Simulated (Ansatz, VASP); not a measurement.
B3N2 in VASP and in Ansatz

File INCAR:

```
SYSTEM = B3N2
ALGO = Normal
EDIFF = 1E-7
EDIFFG = -0.01
ENCUT = 1330
GGA = PE
GGA_COMPAT = .FALSE.
IBRION = 2
ISIF = 3
ISMEAR = 0
LASPH = .TRUE.
LCHARG = .FALSE.
LREAL = .FALSE.
LWAVE = .FALSE.
NELM = 120
NELMIN = 4
NSW = 100
PREC = Accurate
SIGMA = 0.1
```

File KPOINTS:

```
k-points
0
G
  12 12 4
  0 0 0
```

Contents of POSCAR:

```
B3N2
1.0
    3.3361559065      0.0000000000      0.0000000000
   -1.6680779532      2.8891957660      0.0000000000
    0.0000000000      0.0000000000      9.2018840875
B N
3 2
Direct
    0.5000000000      0.0000000000      0.0000000000
    0.0000000000      0.5000000000      0.0000000000
    0.5000000000      0.5000000000      0.0000000000
    0.0000000000      0.0000000000      0.4401249300
    0.0000000000      0.0000000000      0.5598750700
```

Input for Ansatz:

```yaml
crystal:
  lattice:
    - [3.3361559065, 0.0, 0.0]
    - [-1.6680779532, 2.889195766, 0.0]
    - [0.0, 0.0, 9.2018840875]
  atoms:
    - { symbol: B, position: [0.5, 0.0, 0.0] }
    - { symbol: B, position: [0.0, 0.5, 0.0] }
    - { symbol: B, position: [0.5, 0.5, 0.0] }
    - { symbol: "N", position: [0.0, 0.0, 0.44012493] }
    - { symbol: "N", position: [0.0, 0.0, 0.55987507] }
basis:
  ecutwfc: 420
kpoints:
  mp_grid: { grid: [12, 12, 4] }
hamiltonian:
  xc: pbe
scf:
  occupations: { method: gaussian, width: 0.1 }
output:
  forces: true
  stress: true
  eigenvalues: true
  write_density: true
  write_potential: true
  elf: true
  volumetric_format: npy
relax:
  adjacent_minimum: "off"
  f_tol: 0.01
  max_steps: 80
  cell: { stress_tol: 0.05 }
```

Alike in both runs: task relaxation of cell and atoms; functional PBE; k mesh 12 × 12 × 4; occupations gaussian, width 0.1 eV; no spin polarisation.

```csv
,VASP,Ansatz
version,VASP 6.6.1,Ansatz 0.2.0
potentials or method,"VASP PAW PBE potentials, release 64 (B_h, N_h), cutoff 1330 eV","scalar-relativistic, plane waves, PAW"
valence electrons in the cell,19,19
```

```tsv
	VASP	Ansatz	Ansatz less VASP
gap on the k mesh at the Fermi level, each at its own relaxed structure (eV)	none	none	-
relaxed volume (Å³/atom)	17.72	17.74	+0.023
relaxed length of the cell vector where the two differ most in proportion (Å)	3.334	3.336	+0.0019
```

A gap of «none» marks a metal or a gap that the smearing closes.
